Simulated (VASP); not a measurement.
W:

```xyz
1
Lattice="-1.5823 1.5823 1.5823 1.5823 -1.5823 1.5823 1.5823 1.5823 -1.5823" Properties=species:S:1:pos:R:3 pbc="T T T"
W     0.0000    0.0000    0.0000
```

Base run:

| Property | Result |
| --- | --- |
| Program | VASP 6.6.1 |
| Functional | PBE |
| Potentials or basis | VASP PAW PBE potentials, release 64 (W_sv) |
| Cutoff | 520 eV |
| k mesh | 17 × 17 × 17 |
| Occupations | fermi-dirac, width 0.03 eV |
| Spin | collinear spin, ferromagnetic start |
| Starting moments | [1.6] μB |
| Fixed moment | 1.6 μB |

Its results: pressure 24.4 GPa; site moments W +1.25 μB.

After a change of settings the same cell gave: pressure 6.3 GPa; site moments W +0.15 μB. Which change was it?
A. fixed moment from 1.6 μB to 0.2 μB; moments at the start from [1.6] to [0.2]
B. further incar settings from ALGO = Normal; EDIFF = 1e-06; NBANDS = 17 to ALGO = Normal; EDIFF = 1e-07; NBANDS = 17
C. fixed moment from 1.6 μB to 0.9 μB; moments at the start from [1.6] to [0.9]

A.

Caveats: the total moment is fixed, so each spin has its own Fermi level.
